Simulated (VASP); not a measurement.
A run of VASP 6.6.1 is set up as follows.

INCAR

```
SYSTEM = Zn
PREC = Accurate ; ENCUT = 520
EDIFF = 1E-6 ; ISMEAR = -1
SIGMA = 0.05 ; LREAL = .FALSE.
LASPH = .TRUE. ; NELM = 60
ALGO = Normal ; ISIF = 2
LWAVE = .FALSE. ; LCHARG = .FALSE.
GGA = PE ; NBANDS = 12
```

KPOINTS

```
regular mesh
0
G
  19 19 19
  0 0 0
```

The input POSCAR:

```
Zn
1.0
    0.0000000000      1.7594507733      1.7594507733
    1.7594507733      0.0000000000      1.7594507733
    1.7594507733      1.7594507733      0.0000000000
Zn
1
Direct
    0.0000000000      0.0000000000      0.0000000000
```

Potentials or basis: VASP PAW PBE potentials, release 64 (Zn).

Launch:

```bash
$ cat potpaw_PBE.64/Zn/POTCAR > POTCAR
$ mpirun -np 1 vasp_std > vasp.out
```

(1) Predict the band gap on the k mesh.

(2) Predict the pressure.

## Answers

(1) zero (bands 6 and 7 overlap by 2.80 eV).

(2) 55.0 GPa.

Caveat: the cell stands under pressure.
